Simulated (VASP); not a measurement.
The system is PbS.

```
Pb S
1.0
     0.00000    2.98793    2.98793
     2.98793    0.00000    2.98793
     2.98793    2.98793    0.00000
Pb S
1 1
Direct
  0.00000 0.00000 0.00000
  0.50000 0.50000 0.50000
```

Base run:

```yaml
Program: VASP 6.6.1
Functional: PBE
Potentials_or_basis: VASP PAW PBE potentials, release 64 (Pb_d, S)
Cutoff: 500 eV
k_mesh: 7 × 7 × 7
Occupations: fermi-dirac, width 0.1 eV
Spin: no spin polarisation
```

Its results: pressure 0.8 GPa.

Task: The run is repeated on the same cell with these changes: functional from PBE to PBE0; cutoff from 500 eV to 400 eV; k mesh from 7 × 7 × 7 to 3 × 3 × 3. What comes out?

Result: Pressure -1.6 GPa.

Several settings changed at once, so the effect can't be laid on one alone.

Caveats: some runs use coarse meshes; the PAW data sets were made with another functional, which shifts forces and pressure a little (some runs).
